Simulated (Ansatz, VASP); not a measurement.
# One calculation of Al, two programs

Contents of INCAR:

```
SYSTEM = Al
PREC = Accurate ; ENCUT = 520
EDIFF = 1E-7 ; ISMEAR = 0
SIGMA = 0.15 ; LREAL = .FALSE.
LASPH = .TRUE. ; NELM = 80
ALGO = Normal ; ISIF = 2
LWAVE = .FALSE. ; LCHARG = .FALSE.
NBANDS = 8
```

File KPOINTS:

```
Automatic mesh
0
G
  22 22 22
  0 0 0
```

Contents of POSCAR:

```
Al
1.0
   -1.4202437194      1.4202437194      2.0636141242
    1.4202437194     -1.4202437194      2.0636141242
    1.4202437194      1.4202437194     -2.0636141242
Al
1
Direct
    0.0000000000      0.0000000000      0.0000000000
```

Input for Ansatz:

```yaml
crystal:
  lattice:
    - [-1.4202437194, 1.4202437194, 2.0636141242]
    - [1.4202437194, -1.4202437194, 2.0636141242]
    - [1.4202437194, 1.4202437194, -2.0636141242]
  atoms:
    - { symbol: Al, position: [0.0, 0.0, 0.0] }
basis:
  ecutwfc: 420
kpoints:
  mp_grid: { grid: [22, 22, 22] }
hamiltonian:
  xc: lda
scf:
  occupations: { method: gaussian, width: 0.15 }
output:
  forces: true
  stress: true
  eigenvalues: true
```

Alike in both runs: task single point; functional LDA; k mesh 22 × 22 × 22; occupations gaussian, width 0.15 eV; no spin polarisation.

```csv
,VASP,Ansatz
version,VASP 6.6.1,Ansatz 0.2.0
potentials or method,"VASP PAW LDA potentials, release 64 (Al), cutoff 520 eV","scalar-relativistic, plane waves, PAW"
valence electrons in the cell,3,3
```

Ansatz gave:

```
gap on the k mesh at the Fermi level (eV)                     : none
pressure (GPa)                                                : -3.8
traceless stress, the component that is largest in VASP (GPa) : -1.14
```

Problem. What did VASP give for the same quantities?

Solution. gap on the k mesh at the Fermi level (eV): none; pressure (GPa): -3.8; traceless stress, the component that is largest in VASP (GPa): -1.15.

LDA's correlation is that of Perdew and Zunger in VASP and of Perdew and Wang (1992) in Ansatz. A gap of «none» marks a metal or a gap that the smearing closes.
